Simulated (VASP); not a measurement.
Input of a VASP 6.6.1 run:

Contents of INCAR:

```
SYSTEM = LiMg3
PREC     = Accurate       ! precision mode
ENCUT    = 600            ! plane-wave cutoff, eV
EDIFF    = 1E-6           ! SCF threshold, eV
ISMEAR   = 1              ! smearing method
SIGMA    = 0.1            ! smearing width, eV
LREAL    = .False.        ! projectors in reciprocal space
LASPH    = .True.         ! aspherical terms in the spheres
NELM     = 80             ! most SCF steps
ALGO     = Normal         ! electronic algorithm
ISIF     = 3              ! what is computed and relaxed
LWAVE    = .False.        ! write WAVECAR
LCHARG   = .False.        ! write CHGCAR
GGA      = PS             ! functional
IVDW     = 12             ! dispersion correction
IBRION   = 2              ! ionic algorithm
NSW      = 80             ! ionic steps
EDIFFG   = -0.005         ! ionic threshold
```

File KPOINTS:

```
Automatic mesh
0
Gamma
  6 6 6
  0 0 0
```

POSCAR

```
LiMg3
1.0
    4.9266750000      0.0000000000      0.0000000000
    2.4633375000      4.2666257062      0.0000000000
    2.4633375000      1.4222085687      4.0226132928
Li Mg
1 3
Direct
    0.5000000000      0.5000000000      0.5000000000
    0.0000000000      0.0000000000      0.0000000000
    0.2500000000      0.2500000000      0.2500000000
    0.7500000000      0.7500000000      0.7500000000
```

Potentials or basis: VASP PAW PBE potentials, release 64 (Li_sv, Mg).

Run with:

```bash
$ cat potpaw_PBE.64/Li_sv/POTCAR potpaw_PBE.64/Mg/POTCAR > POTCAR
$ mpirun -np 1 vasp_std > vasp.out
```

Problem. Estimate the dispersion energy per atom.

Solution. -0.258 eV.

Problem. What does it give for the relaxed cell?

Solution. a = 4.841 Å, b = 4.841 Å, c = 4.841 Å, α = 60.00°, β = 60.00°, γ = 60.00°.

Final structure:
```yaml
crystal:
  lattice:
    - [4.84071, 0.00000, 0.00000]
    - [2.42035, 4.19217, 0.00000]
    - [2.42035, 1.39739, 3.95242]
  atoms:
    - { symbol: Li, position: [0.50000, 0.50000, 0.50000] }
    - { symbol: Mg, position: [0.00000, 0.00000, 0.00000] }
    - { symbol: Mg, position: [0.25000, 0.25000, 0.25000] }
    - { symbol: Mg, position: [0.75000, 0.75000, 0.75000] }
```
